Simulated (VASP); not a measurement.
# ErB in VASP: a series of runs, part 2 of 2

VASP 6.6.1.

## Step 3: Single point, PBE

INCAR reads:

```
SYSTEM = ErB
PREC = Accurate ; ENCUT = 500
EDIFF = 1E-6 ; ISMEAR = 0
SIGMA = 0.1 ; LREAL = .FALSE.
LASPH = .TRUE. ; NELM = 200
ALGO = Normal ; ISIF = 2
LWAVE = .FALSE. ; LCHARG = .TRUE.
GGA = PE ; LELF = .TRUE.
LVHAR = .TRUE. ; NBANDS = 13
GGA_COMPAT = .FALSE. ; LMAXMIX = 6
```

KPOINTS reads:

```
Automatic mesh
0
G
  18 18 18
  0 0 0
```

POSCAR reads:

```
ErB
1.0
    3.1689368534      0.0000000000      0.0000000000
    0.0000000000      3.1689368534      0.0000000000
    0.0000000000      0.0000000000      3.1686992105
Er B
1 1
Direct
    0.0000000000      0.0000000000      0.0000000000
    0.5000000000      0.5000000000      0.5000000000
```

Potentials or basis: VASP PAW PBE potentials, release 64 (Er_3, B), 4f in core.

Command:

```sh
$ cat potpaw_PBE.64/Er_3/POTCAR potpaw_PBE.64/B/POTCAR > POTCAR
$ mpirun -np 1 vasp_std > vasp.out
```

OUTCAR:

```text
SYSTEM = ErB
   PREC = Accurate
   ENCUT = 500
   EDIFF = 1E-6
   ISMEAR = 0
   LREAL = .FALSE.
   LASPH = .TRUE.
   NELM = 200
   ISIF = 2
   GGA = PE

 ion  position               nearest neighbor table
   1  0.000  0.000  0.000-   2 2.74   2 2.74   2 2.74   2 2.74   2 2.74   2 2.74   2 2.74   2 2.74

   2  0.500  0.500  0.500-   1 2.74   1 2.74   1 2.74   1 2.74   1 2.74   1 2.74   1 2.74   1 2.74

  LATTYP: Found a simple tetragonal cell.
 ALAT       =     3.1689368534
 C/A-ratio  =     0.9999250086

  Lattice vectors:

 A1 = (   3.1689368534,   0.0000000000,   0.0000000000)
 A2 = (   0.0000000000,   3.1689368534,   0.0000000000)
 A3 = (   0.0000000000,   0.0000000000,   3.1686992105)

Analysis of symmetry for initial positions (statically):
=====================================================================
 Subroutine PRICEL returns:
 Original cell was already a primitive cell.

 Routine SETGRP: Setting up the symmetry group for a
 simple tetragonal supercell.

 Subroutine GETGRP returns: Found 16 space group operations
 (whereof 16 operations were pure point group operations)
 out of a pool of 16 trial point group operations.

The static configuration has the point symmetry D_4h.

[... 177 lines left out ...]
      8       6.8730      0.00000
      9       6.8741      0.00000
     10      10.9926      0.00000
     11      10.9935      0.00000
     12      10.9935      0.00000
     13      12.9174      0.00000
[... 354 lines left out ...]
  band No.  band energies     occupation
      1     -19.9902      2.00000
      2     -19.3634      2.00000
      3     -19.2486      2.00000
      4      -2.7210      2.00000
      5       1.5338      2.00000
      6       4.4360      0.55067
      7       5.4154      0.00000
      8       5.4878      0.00000
      9       9.7299      0.00000
     10      10.6023      0.00000
     11      12.0728      0.00000
     12      12.9245      0.00000
     13      14.7909      0.00000

 [... further k-points ...]

------------------------ aborting loop because EDIFF is reached ----------------------------------------

  FORCE on cell =-STRESS in cart. coord.  units (eV):
  Direction    XX          YY          ZZ          XY          YZ          ZX
  --------------------------------------------------------------------------------------
  -------------------------------------------------------------------------------------
  Total        0.0866799      0.0866799      0.0881491      0.0000000      0.0000000      0.0000000
  in kB        4.3643644      4.3643644      4.4383355      0.0000000      0.0000000      0.0000000
  external PRESSURE =       4.3890214 kB  Pullay stress =       0.0000000 kB

 VOLUME and BASIS-vectors are now :
 -----------------------------------------------------------------------------
  energy-cutoff  :      500.00
  volume of cell :       31.82
      direct lattice vectors                 reciprocal lattice vectors
     3.168936853  0.000000000  0.000000000     0.315563246  0.000000000  0.000000000
     0.000000000  3.168936853  0.000000000     0.000000000  0.315563246  0.000000000
     0.000000000  0.000000000  3.168699210     0.000000000  0.000000000  0.315586912

 POSITION                                       TOTAL-FORCE (eV/Angst)
 -----------------------------------------------------------------------------------
      0.00000      0.00000      0.00000         0.000000      0.000000      0.000000
      1.58447      1.58447      1.58435         0.000000      0.000000      0.000000
 -----------------------------------------------------------------------------------
    total drift:                                0.000000      0.000000      0.000000

  FREE ENERGIE OF THE ION-ELECTRON SYSTEM (eV)
  ---------------------------------------------------
  free  energy   TOTEN  =       -10.7847782490 eV

  energy  without entropy=      -10.7806923594  energy(sigma->0) =      -10.78273530
```

stdout:

```text
POSCAR found type information on POSCAR ErB
 POSCAR found :  2 types and       2 ions
 scaLAPACK will be used
 LDA part: xc-table for (Slater+PW92), standard interpolation
 POSCAR, INCAR and KPOINTS ok, starting setup
 FFT: planning ... GRIDC
 FFT: planning ... GRID_SOFT
 FFT: planning ... GRID
 WAVECAR not read
 entering main loop
```

Wall time 46 s (1 thread of Intel Xeon 6975P-C (Granite Rapids), shared host); peak memory 0.33 GiB.

What came out:

```
Free energy            : -10.7848 eV
Pressure               : 0.4 GPa
Band gap on the k mesh : zero (bands 6 and 7 overlap by 3.79 eV)
```

Caveat: spin-orbit coupling is left out, which moves the levels of the heavy elements; the 4f electrons are frozen in the core, so they carry no moment and show no levels. Spin polarisation is off, so any magnetic state and its effect on volume and gap are missing.

## Step 4: Single point, PBE

INCAR reads:

```
SYSTEM = ErB
PREC = Accurate
ENCUT = 500
EDIFF = 1E-6
ISMEAR = 1
SIGMA = 0.1
LREAL = .False.
LASPH = .True.
NELM = 200
ALGO = Normal
ISIF = 2
LWAVE = .False.
LCHARG = .False.
GGA = PE
NBANDS = 13
GGA_COMPAT = .False.
LMAXMIX = 6
```

KPOINTS reads:

```
regular mesh
0
Gamma
  18 18 18
  0 0 0
```

POSCAR is that of step 3.

Command:

```sh
$ cat potpaw_PBE.64/Er_3/POTCAR potpaw_PBE.64/B/POTCAR > POTCAR
$ mpirun -np 1 vasp_std > vasp.out
```

Run time: 42 s. Hardware: 1 thread of Intel Xeon 6975P-C (Granite Rapids), shared host; peak memory 0.33 GiB.

The run converged. Its results:

* Free energy: -10.7827 eV
* Pressure: 0.4 GPa
* Band gap on the k mesh: zero (bands 6 and 7 overlap by 3.79 eV)

Levels at points of the mesh, in eV from the Fermi level:
```tsv
k point	band 2	band 3	band 4	band 5	band 6	band 7	band 8	band 9	band 10	band 11
(0.00, 0.00, 0.00)	-23.72	-23.72	-9.14	-0.42	-0.42	2.48	2.48	2.48	6.60	6.60
(0.50, 0.00, 0.00)	-23.63	-23.63	-5.78	-4.75	0.50	0.50	0.72	7.15	7.61	8.80
(0.50, 0.50, 0.00)	-24.46	-23.55	-6.42	-1.13	-1.13	0.13	3.41	3.87	3.87	6.54
(0.00, 0.00, 0.50)	-23.63	-23.63	-5.78	-4.75	0.50	0.50	0.72	7.15	7.62	8.80
(0.50, 0.00, 0.50)	-24.46	-23.55	-6.42	-1.13	-1.13	0.13	3.41	3.87	3.87	6.54
(0.50, 0.50, 0.50)	-24.32	-24.32	-3.59	-3.59	-3.59	-3.24	8.06	8.06	8.06	9.28
```

Caveat: spin-orbit coupling is left out, which moves the levels of the heavy elements; the 4f electrons are frozen in the core, so they carry no moment and show no levels. Spin polarisation is off, so any magnetic state and its effect on volume and gap are missing.

## Step 5: Relaxation of cell and atoms, PBE

INCAR reads:

```
SYSTEM = ErB
ALGO     = Normal         ! electronic algorithm
EDIFF    = 1E-7           ! SCF threshold, eV
EDIFFG   = -0.01          ! ionic threshold
ENCUT    = 500            ! plane-wave cutoff, eV
GGA      = PE             ! functional
GGA_COMPAT= .FALSE.      
IBRION   = 2              ! ionic algorithm
ISIF     = 3              ! what is computed and relaxed
ISMEAR   = 0              ! smearing method
LASPH    = .TRUE.         ! aspherical terms in the spheres
LCHARG   = .FALSE.        ! write CHGCAR
LMAXMIX  = 6              ! l up to which the mixer works
LREAL    = .FALSE.        ! projectors in reciprocal space
LWAVE    = .FALSE.        ! write WAVECAR
NELM     = 200            ! most SCF steps
NELMIN   = 4            
NSW      = 100            ! ionic steps
PREC     = Accurate       ! precision mode
SIGMA    = 0.1            ! smearing width, eV
```

KPOINTS reads:

```
k-points
0
G
  18 18 18
  0 0 0
```

POSCAR reads:

```
ErB
1.0
    3.1662151402      0.0000000000      0.0000000000
    0.0000000000      3.1662151402      0.0000000000
    0.0000000000      0.0000000000      3.1725040312
Er B
1 1
Direct
    0.0000000000      0.0000000000      0.0000000000
    0.5000000000      0.5000000000      0.5000000000
```

Command:

```sh
$ cat potpaw_PBE.64/Er_3/POTCAR potpaw_PBE.64/B/POTCAR > POTCAR
$ mpirun -np 1 vasp_std > vasp.out
```

It took 80 s on 1 thread of Intel Xeon 6975P-C (Granite Rapids), shared host; peak memory 0.32 GiB.

Results (log left out):

| Item | Value |
| --- | --- |
| Free energy | -10.7850 eV |
| Relaxed volume | 15.98 Å³/atom |
| Relaxed cell | a = 3.172 Å, b = 3.172 Å, c = 3.176 Å, α = 90.00°, β = 90.00°, γ = 90.00° |
| Space group after relaxing (to 0.1 Å) | Pm-3m (No. 221) |
| Energy gained by relaxing | 0.1 meV/atom |
| Ionic steps | 3 |
| Pressure after relaxing | 0.0 GPa |
| Band gap on the k mesh | zero (bands 6 and 7 overlap by 3.80 eV) |

Stress tensor (GPa, compression positive):
```
 0.04  0.00  0.00
 0.00  0.04  0.00
 0.00  0.00 -0.10
```

The path:
```tsv
step	energy change (eV)	largest force (eV/Å)	pressure (GPa)	volume (Å³)
1	0.0000	0.0000	0.51	31.80
2	-0.0002	0.0000	-0.24	32.04
3	-0.0003	0.0000	-0.01	31.96
```

Final structure:
```
Er B
1.0
     3.17220    0.00000    0.00000
     0.00000    3.17220    0.00000
     0.00000    0.00000    3.17647
Er B
1 1
Direct
  0.00000 0.00000 0.00000
  0.50000 0.50000 0.50000
```

Levels at points of the mesh, in eV from the Fermi level:
```tsv
k point	band 3	band 4	band 5	band 6	band 7	band 8	band 9	band 10
(0.00, 0.00, 0.00)	-23.74	-9.12	-0.42	-0.41	2.46	2.48	2.48	6.57
(0.50, 0.00, 0.00)	-23.65	-5.78	-4.74	0.49	0.51	0.73	7.11	7.59
(0.50, 0.50, 0.00)	-23.57	-6.40	-1.13	-1.13	0.13	3.39	3.84	3.84
(0.00, 0.00, 0.50)	-23.65	-5.79	-4.74	0.51	0.51	0.72	7.12	7.56
(0.50, 0.00, 0.50)	-23.57	-6.41	-1.14	-1.13	0.12	3.40	3.86	3.87
(0.50, 0.50, 0.50)	-24.33	-3.57	-3.57	-3.57	-3.24	8.00	8.02	8.02
```

Caveat: spin-orbit coupling is left out, which moves the levels of the heavy elements; the 4f electrons are frozen in the core, so they carry no moment and show no levels. Spin polarisation is off, so any magnetic state and its effect on volume and gap are missing.

## Step 6: The runs side by side

```tsv
task	cell	k mesh	smearing	gap on the mesh (eV)	pressure (GPa)
single point	a = 3.166, b = 3.166, c = 3.173 Å, 2 atoms	20 × 20 × 14	gaussian 0.1 eV	none	0.5
single point	a = 3.169 Å, 2 atoms	18 × 18 × 18	gaussian 0.1 eV	none	0.4
single point	a = 3.169 Å, 2 atoms	18 × 18 × 18	methfessel-paxton 0.1 eV	none	0.4
relaxation of cell and atoms	relaxed from a = 3.166, b = 3.166, c = 3.173 Å, 2 atoms	18 × 18 × 18	gaussian 0.1 eV	none	0.0
```

Alike in all rows: level PBE; potentials or basis VASP PAW PBE potentials, release 64 (Er_3, B), 4f in core; no spin polarisation; cutoff (eV) 500.

Caveats: spin-orbit coupling is left out, which moves the levels of the heavy elements; the 4f electrons are frozen in the core, so they carry no moment and show no levels.

Total energies depend on the potentials used, so only differences within one code and one set of settings carry meaning.
